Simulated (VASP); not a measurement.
The system is Ca.

```
Ca
1.0
     0.00000    2.78350    2.78350
     2.78350    0.00000    2.78350
     2.78350    2.78350    0.00000
Ca
1
Cartesian
  0.0000 0.0000 0.0000
```

Base run:

| Item | Value |
| --- | --- |
| Program | VASP 6.6.1 |
| Functional | r2SCAN |
| Potentials or basis | VASP PAW PBE potentials, release 64 (Ca_sv) |
| Cutoff | 520 eV |
| k mesh | 8 × 8 × 8 |
| Occupations | fermi-dirac, width 0.1 eV |
| Spin | no spin polarisation |

Its results: pressure 0.1 GPa.

**Question.** After a change of settings the same cell gave: pressure -1.2 GPa. Which change was it?
A. k mesh from 8 × 8 × 8 to 10 × 10 × 10; occupations from fermi-dirac, width 0.1 eV to fermi-dirac, width 0.2 eV
B. k mesh from 8 × 8 × 8 to 2 × 2 × 2
C. k mesh from 8 × 8 × 8 to 6 × 6 × 6; further incar settings from ALGO = Normal; EDIFF = 1e-06; NBANDS = 11 to ALGO = Normal; EDIFF = 1e-07; NBANDS = 11
D. k mesh from 8 × 8 × 8 to 4 × 4 × 4

**Answer.** B.

Caveats: some runs use coarse meshes; the PAW data sets were made with another functional, which shifts forces and pressure a little.
